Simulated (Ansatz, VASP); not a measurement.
# Two plane-wave programs on TlBr

File INCAR:

```
ALGO = Normal ; EDIFF = 1E-6
ENCUT = 500 ; GGA = PS
GGA_COMPAT = F ; ISIF = 2
ISMEAR = 0 ; LASPH = T
LCHARG = F ; LREAL = F
LWAVE = F ; NBANDS = 17
NELM = 120 ; PREC = Accurate
SIGMA = 0.05
```

File KPOINTS:

```
k-points
0
Gamma
  8 8 8
```

POSCAR

```
TlBr
1.0
    3.9144927555      0.0000000000      0.0000000000
    0.0000000000      3.9144927555      0.0000000000
    0.0000000000      0.0000000000      3.9144927555
Tl Br
1 1
Direct
    0.0000000000      0.0000000000      0.0000000000
    0.5000000000      0.5000000000      0.5000000000
```

Input for Ansatz:

```yaml
crystal:
  lattice:
    - [3.9144927555, 0.0, 0.0]
    - [0.0, 3.9144927555, 0.0]
    - [0.0, 0.0, 3.9144927555]
  atoms:
    - { symbol: Tl, position: [0.0, 0.0, 0.0] }
    - { symbol: Br, position: [0.5, 0.5, 0.5] }
basis:
  ecutwfc: 420
  ecutrho_ratio: 4
kpoints:
  mp_grid: { grid: [8, 8, 8] }
hamiltonian:
  xc: pbesol
scf:
  occupations: { method: gaussian, width: 0.05 }
output:
  forces: true
  stress: true
  eigenvalues: true
```

Alike in both runs: task single point; functional PBEsol; k mesh 8 × 8 × 8; occupations gaussian, width 0.05 eV; no spin polarisation.

|  | VASP | Ansatz |
| --- | --- | --- |
| version | VASP 6.6.1 | Ansatz 0.2.0 |
| potentials or method | VASP PAW PBE potentials, release 64 (Tl_d, Br), cutoff 500 eV | scalar-relativistic, plane waves, PAW |
| valence electrons in the cell | 20 | 20 |

```csv
,VASP,Ansatz,Ansatz less VASP
gap on the k mesh at the Fermi level (eV),1.59,1.59,-0.004
least direct gap on the mesh (eV),1.59,1.59,-0.004
pressure (GPa),0.0,0.0,+0.03
```

VASP's potentials were made for PBE, not for PBEsol.

Spin-orbit coupling is off throughout.
